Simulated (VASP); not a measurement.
# SrTiO3 (Pm-3m) in VASP: vibrations by perturbation theory with PBE

Aim: the vibrations by perturbation theory of SrTiO3 with PBE.

All numbers are computed with VASP 6.6.1; they aren't measurements. Logs are shortened: lines on timing, memory, paths and dates and some standing lists are left out, and cuts for length are marked.

### 1 The cell of the first run

Symmetry: Pm-3m, No. 221, cubic system. Conventional cell: a = 3.937 Å, b = 3.937 Å, c = 3.937 Å, α = 90.00°, β = 90.00°, γ = 90.00°. Within 3.7 Å of Sr (site symmetry m-3m) lie 12 O at 2.78 Å and 8 Ti at 3.41 Å. Within 2.6 Å of Ti (site symmetry m-3m) lie 6 O at 1.97 Å. Within 2.6 Å of O (site symmetry 4/mmm) lie 2 Ti at 1.97 Å.

### 2 Vibrations by perturbation theory, PBE

INCAR

```
SYSTEM = SrTiO3
PREC = Accurate
ENCUT = 600
EDIFF = 1E-8
ISMEAR = 0
SIGMA = 0.01
LREAL = .False.
LASPH = .True.
NELM = 120
ALGO = Normal
ISIF = 2
LWAVE = .False.
LCHARG = .True.
GGA = PE
NBANDS = 28
IBRION = 8
NSW = 1
LEPSILON = .True.
GGA_COMPAT = .False.
```

KPOINTS

```
Automatic mesh
0
Gamma
  6 6 6
  0 0 0
```

POSCAR

```
SrTiO3
1.0
    3.9365458912      0.0000000000      0.0000000000
    0.0000000000      3.9365458912      0.0000000000
    0.0000000000      0.0000000000      3.9365458912
Sr Ti O
1 1 3
Direct
    0.0000000000      0.0000000000      0.0000000000
    0.5000000000      0.5000000000      0.5000000000
    0.5000000000      0.0000000000      0.5000000000
    0.5000000000      0.5000000000      0.0000000000
    0.0000000000      0.5000000000      0.5000000000
```

Potentials or basis: VASP PAW PBE potentials, release 64 (Sr_sv, Ti_sv, O).

Command:

```console
cat potpaw_PBE.64/Sr_sv/POTCAR potpaw_PBE.64/Ti_sv/POTCAR potpaw_PBE.64/O/POTCAR > POTCAR
mpirun -np 1 vasp_std > vasp.out
```

OUTCAR:

```text
SYSTEM = SrTiO3
   PREC = Accurate
   ENCUT = 600
   EDIFF = 1E-8
   ISMEAR = 0
   LREAL = .False.
   LASPH = .True.
   NELM = 120
   ISIF = 2
   GGA = PE
   IBRION = 8
   NSW = 1
   LEPSILON = .True.

 ion  position               nearest neighbor table
   1  0.000  0.000  0.000-   3 2.78   4 2.78   5 2.78   3 2.78   5 2.78   4 2.78   5 2.78   5 2.78
                             3 2.78   4 2.78   3 2.78   4 2.78   2 3.41   2 3.41   2 3.41   2 3.41
   2  0.500  0.500  0.500-   3 1.97   4 1.97   5 1.97   4 1.97   3 1.97   5 1.97   1 3.41   1 3.41
                             1 3.41   1 3.41   1 3.41   1 3.41   1 3.41   1 3.41
   3  0.500  0.000  0.500-   2 1.97   2 1.97   1 2.78   1 2.78   1 2.78   1 2.78
   4  0.500  0.500  0.000-   2 1.97   2 1.97   1 2.78   1 2.78   1 2.78   1 2.78
   5  0.000  0.500  0.500-   2 1.97   2 1.97   1 2.78   1 2.78   1 2.78   1 2.78

  LATTYP: Found a simple cubic cell.
 ALAT       =     3.9365458912

  Lattice vectors:

 A1 = (   3.9365458912,   0.0000000000,   0.0000000000)
 A2 = (   0.0000000000,   3.9365458912,   0.0000000000)
 A3 = (   0.0000000000,   0.0000000000,   3.9365458912)

Analysis of symmetry for initial positions (statically):
=====================================================================
 Subroutine PRICEL returns:
 Original cell was already a primitive cell.

 Routine SETGRP: Setting up the symmetry group for a
 simple cubic supercell.

 Subroutine GETGRP returns: Found 48 space group operations
 (whereof 48 operations were pure point group operations)
 out of a pool of 48 trial point group operations.

The static configuration has the point symmetry O_h .

Analysis of symmetry for dynamics (positions and initial velocities):
=====================================================================
 Subroutine PRICEL returns:
 Original cell was already a primitive cell.

 Routine SETGRP: Setting up the symmetry group for a
 simple cubic supercell.

 Subroutine GETGRP returns: Found 48 space group operations
 (whereof 48 operations were pure point group operations)
 out of a pool of 48 trial point group operations.

The dynamic configuration has the point symmetry O_h .

 Subroutine INISYM returns: Found 48 space group operations
 (whereof 48 operations are pure point group operations),
 and found     1 'primitive' translations

----------------------------------------------------------------------------------------

                                     Primitive cell

  volume of cell :      61.0023

  direct lattice vectors                    reciprocal lattice vectors
     3.936545891  0.000000000  0.000000000     0.254029809  0.000000000  0.000000000
     0.000000000  3.936545891  0.000000000     0.000000000  0.254029809  0.000000000
     0.000000000  0.000000000  3.936545891     0.000000000  0.000000000  0.254029809

  length of vectors
     3.936545891  3.936545891  3.936545891     0.254029809  0.254029809  0.254029809

  position of ions in fractional coordinates (direct lattice)
     0.000000000  0.000000000  0.000000000
     0.500000000  0.500000000  0.500000000
[... 835 lines left out ...]
 -----------------------------------------------------------------------------
    -0.01471  0.00000  0.00000
     0.00000  0.02353  0.00000
     0.00000 -0.00000 -0.01471

 MACROSCOPIC STATIC DIELECTRIC TENSOR (including local field effects in DFT)
 ------------------------------------------------------
           6.388385     0.000000    -0.000000
           0.000000     6.388385    -0.000000
           0.000000     0.000000     6.388385
 ------------------------------------------------------

 PIEZOELECTRIC TENSOR (including local field effects)  for field in x, y, z        (e  Angst)
          XX          YY          ZZ          XY          YZ          ZX
  --------------------------------------------------------------------------------
  x     0.00000     0.00000     0.00000     0.00000     0.00000     0.00000
  y     0.00000     0.00000     0.00000     0.00000     0.00000     0.00000
  z     0.00000     0.00000     0.00000     0.00000     0.00000     0.00000

 PIEZOELECTRIC TENSOR (including local field effects)  for field in x, y, z        (C/m^2)
          XX          YY          ZZ          XY          YZ          ZX
  --------------------------------------------------------------------------------
  x     0.00000     0.00000     0.00000     0.00000     0.00000     0.00000
  y     0.00000     0.00000     0.00000     0.00000     0.00000     0.00000
  z     0.00000     0.00000     0.00000     0.00000     0.00000     0.00000

 BORN EFFECTIVE CHARGES (including local field effects) (in |e|, cummulative output)
 ---------------------------------------------------------------------------------
 ion    1
    1     2.54953    -0.00000    -0.00000
    2    -0.00000     2.54953    -0.00000
    3     0.00000    -0.00000     2.54953
 ion    2
    1     7.42195     0.00000     0.00000
    2     0.00000     7.42195    -0.00000
    3    -0.00000    -0.00000     7.42195
 ion    3
    1    -2.03212    -0.00000    -0.00000
    2     0.00000    -5.90724     0.00000
    3     0.00000    -0.00000    -2.03212
 ion    4
    1    -2.03212    -0.00000     0.00000
    2    -0.00000    -2.03212     0.00000
    3     0.00000    -0.00000    -5.90724
 ion    5
    1    -5.90724    -0.00000    -0.00000
    2    -0.00000    -2.03212    -0.00000
    3     0.00000    -0.00000    -2.03212

 INTERNAL STRAIN TENSOR FOR ION    5 for displacements in x,y,z  (eV/Angst):
          X           Y           Z          XY          YZ          ZX
  --------------------------------------------------------------------------------
  x     0.00000     0.00000     0.00000     0.00000     0.00000     0.00000
  y     0.00000     0.00000     0.00000     0.00000     0.00000     0.00000
  z     0.00000     0.00000     0.00000     0.00000     0.00000     0.00000

 SECOND DERIVATIVES (NOT SYMMETRIZED)
 ------------------------------------
               1X          1Y          1Z          2X          2Y          2Z          3X          3Y          3Z          4X          4Y          4Z          5X          5Y          5Z
  1X    -3.388838   -0.000000    0.000000    2.851542    0.000000    0.000000   -0.294479   -0.000000    0.000000   -0.294479    0.000000   -0.000000    1.126254    0.000000    0.000000
  1Y    -0.000000   -3.388838   -0.000000   -0.000000    2.851542    0.000000   -0.000000    1.126254    0.000000    0.000000   -0.294479   -0.000000   -0.000000   -0.294479   -0.000000
  1Z    -0.000000    0.000000   -3.388838    0.000000   -0.000000    2.851542   -0.000000   -0.000000   -0.294479    0.000000   -0.000000    1.126254   -0.000000    0.000000   -0.294479
  2X     2.825796    0.000000    0.000000   -0.702891   -0.000000   -0.000000   -0.072872    0.000000    0.000000   -0.072872    0.000000    0.000000   -1.977161   -0.000000   -0.000000
  2Y     0.000000    2.825796    0.000000   -0.000000   -0.702891   -0.000000    0.000000   -1.977161   -0.000000   -0.000000   -0.072872   -0.000000   -0.000000   -0.072872    0.000000
  2Z     0.000000    0.000000    2.825796   -0.000000   -0.000000   -0.702891    0.000000    0.000000   -0.072872   -0.000000   -0.000000   -1.977161   -0.000000    0.000000   -0.072872
  3X    -0.292372    0.000000    0.000000   -0.077800    0.000000    0.000000   -4.077124    0.000000    0.000000   -0.901671    0.000000    0.000000    5.348967    0.000000    0.000000
  3Y     0.000000    1.104139   -0.000000    0.000000   -1.933879   -0.000000    0.000000   -9.850072    0.000000    0.000000    5.339906    0.000000    0.000000    5.339906   -0.000000
  3Z     0.000000    0.000000   -0.292372    0.000000    0.000000   -0.077800    0.000000    0.000000   -4.077124    0.000000    0.000000    5.348967    0.000000    0.000000   -0.901671
  4X    -0.292372    0.000000    0.000000   -0.077800    0.000000    0.000000   -0.901671    0.000000    0.000000   -4.077124    0.000000    0.000000    5.348967    0.000000    0.000000
  4Y     0.000000   -0.292372    0.000000    0.000000   -0.077800    0.000000    0.000000    5.348967    0.000000    0.000000   -4.077124    0.000000    0.000000   -0.901671    0.000000
  4Z     0.000000    0.000000    1.104139   -0.000000   -0.000000   -1.933879   -0.000000    0.000000    5.339906    0.000000    0.000000   -9.850072    0.000000   -0.000000    5.339906
  5X     1.104139    0.000000   -0.000000   -1.933879   -0.000000    0.000000    5.339906    0.000000    0.000000    5.339906    0.000000    0.000000   -9.850072    0.000000   -0.000000
  5Y     0.000000   -0.292372    0.000000    0.000000   -0.077800    0.000000    0.000000    5.348967    0.000000    0.000000   -0.901671    0.000000    0.000000   -4.077124    0.000000
  5Z     0.000000    0.000000   -0.292372    0.000000    0.000000   -0.077800    0.000000    0.000000   -0.901671    0.000000    0.000000    5.348967    0.000000    0.000000   -4.077124

 Eigenvectors and eigenvalues of the dynamical matrix
 ----------------------------------------------------

   1 f  =   15.349927 THz    96.446433 2PiTHz  512.018437 cm-1    63.482167 meV
             X         Y         Z           dx          dy          dz
      0.000000  0.000000  0.000000    -0.000000   -0.000000   -0.035829
      1.968273  1.968273  1.968273     0.000000    0.000000    0.059420
      1.968273  0.000000  1.968273    -0.000000    0.000000   -0.413613
      1.968273  1.968273  0.000000    -0.000000   -0.000000    0.808105
      0.000000  1.968273  1.968273     0.000000   -0.000000   -0.413613
[... 105 lines left out ...]
  15 f/i=    3.929024 THz    24.686788 2PiTHz  131.058146 cm-1    16.249132 meV
             X         Y         Z           dx          dy          dz
      0.000000  0.000000  0.000000    -0.024737   -0.069449   -0.155508
      1.968273  1.968273  1.968273    -0.082558   -0.231782   -0.518998
      1.968273  0.000000  1.968273     0.064180    0.198412    0.403465
      1.968273  1.968273  0.000000     0.064180    0.180185    0.444278
      0.000000  1.968273  1.968273     0.070673    0.180185    0.403465

--------------------------------------------------------------------------------------------------------

 MACROSCOPIC STATIC DIELECTRIC TENSOR IONIC CONTRIBUTION
 ------------------------------------------------------
           2.284370    -0.000000    -0.000000
          -0.000000     2.284370     0.000000
          -0.000000     0.000000     2.284370
 ------------------------------------------------------

 ELASTIC MODULI CONTR FROM IONIC RELAXATION (kBar)
 Direction    XX          YY          ZZ          XY          YZ          ZX
 --------------------------------------------------------------------------------
 XX           0.0000      0.0000      0.0000      0.0000      0.0000      0.0000
 YY           0.0000      0.0000      0.0000      0.0000      0.0000      0.0000
 ZZ           0.0000      0.0000      0.0000      0.0000      0.0000      0.0000
 XY           0.0000      0.0000      0.0000      0.0000      0.0000      0.0000
 YZ           0.0000      0.0000      0.0000      0.0000      0.0000      0.0000
 ZX           0.0000      0.0000      0.0000      0.0000      0.0000      0.0000
 --------------------------------------------------------------------------------

 PIEZOELECTRIC TENSOR IONIC CONTR  for field in x, y, z        (C/m^2)
          XX          YY          ZZ          XY          YZ          ZX
  --------------------------------------------------------------------------------
  x     0.00000     0.00000     0.00000     0.00000     0.00000     0.00000
  y     0.00000     0.00000     0.00000     0.00000     0.00000     0.00000
  z     0.00000     0.00000     0.00000     0.00000     0.00000     0.00000
```

Run time: 55 min. Hardware: 1 thread of Intel Xeon 8259CL, shared host; peak memory 0.59 GiB.

Results:

* Electronic dielectric tensor (diagonal): 6.39
* Born charges (mean of the diagonal): Sr +2.55; Ti +7.42; O -3.32 e
* Highest phonon frequency at Γ, LO-TO splitting left out: 512 cm⁻¹
* Most unstable mode: 131i cm⁻¹

Phonon frequencies in cm⁻¹ (negative: imaginary):
```
              q point                                               frequencies
(0.000, 0.000, 0.000)  -131 -131 -131 0 0 0 147 147 147 232 232 232 512 512 512
```

Electronic dielectric tensor:
```
6.39 0.00 0.00
0.00 6.39 0.00
0.00 0.00 6.39
```

Born effective charge tensors (e):
atom 1, Sr
```
2.55 0.00 0.00
0.00 2.55 0.00
0.00 0.00 2.55
```
atom 2, Ti
```
7.42 0.00 0.00
0.00 7.42 0.00
0.00 0.00 7.42
```
atom 3, O
```
-2.03  0.00  0.00
 0.00 -5.91  0.00
 0.00  0.00 -2.03
```
atom 4, O
```
-2.03  0.00  0.00
 0.00 -2.03  0.00
 0.00  0.00 -5.91
```
atom 5, O
```
-5.91  0.00  0.00
 0.00 -2.03  0.00
 0.00  0.00 -2.03
```

Caveat: some modes are imaginary.
